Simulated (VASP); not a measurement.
HgTe, 2 atoms in the cell. It takes space group I-4m2 (No. 119, tetragonal). The conventional cell has a = 6.091 Å, b = 6.091 Å, c = 3.119 Å, α = 90.00°, β = 90.00°, γ = 90.00°. Hg (site symmetry -4m2) has 2 Hg at 3.12 Å and 8 Te at 3.14 to 3.84 Å within 4.1 Å. Te (site symmetry -4m2) has 2 Te at 3.12 Å and 8 Hg at 3.14 to 3.84 Å within 4.1 Å. 

- Program: VASP 6.6.1
- Task: single point
- Functional: PBE-based screened hybrid with 25 % exact exchange
- Potentials or basis: VASP PAW PBE potentials, release 64 (Hg, Te)
- Cutoff: 520 eV
- k mesh: 5 × 5 × 5
- Occupations: fermi-dirac, width 0.05 eV
- Spin: no spin polarisation
- Dipole correction: no
- Grid for exact exchange (PRECFOCK): Normal
- Share of exact exchange: 0.25
- Further INCAR settings: ALGO = Normal; EDIFF = 1e-06; NBANDS = 16
- Screening parameter: 0.6 1/Å

Potentials or basis: VASP PAW PBE potentials, release 64 (Hg, Te).

Command:

```bash
$ cat potpaw_PBE.64/Hg/POTCAR potpaw_PBE.64/Te/POTCAR > POTCAR
$ cp INCAR.step1 INCAR
$ mpirun -np 1 vasp_std > vasp.out
$ cp INCAR.step2 INCAR
$ mpirun -np 1 vasp_std > vasp.out
```

Hardware: 1 thread of Intel(R) Xeon(R) Platinum 8375C CPU @ 2.90GHz (Ice Lake), on a shared host.

How long does it take, and how much memory?

Wall time 69 min on 1 thread of Intel(R) Xeon(R) Platinum 8375C CPU @ 2.90GHz (Ice Lake) (shared host), peak memory 0.33 GiB. Counts: k points 18.
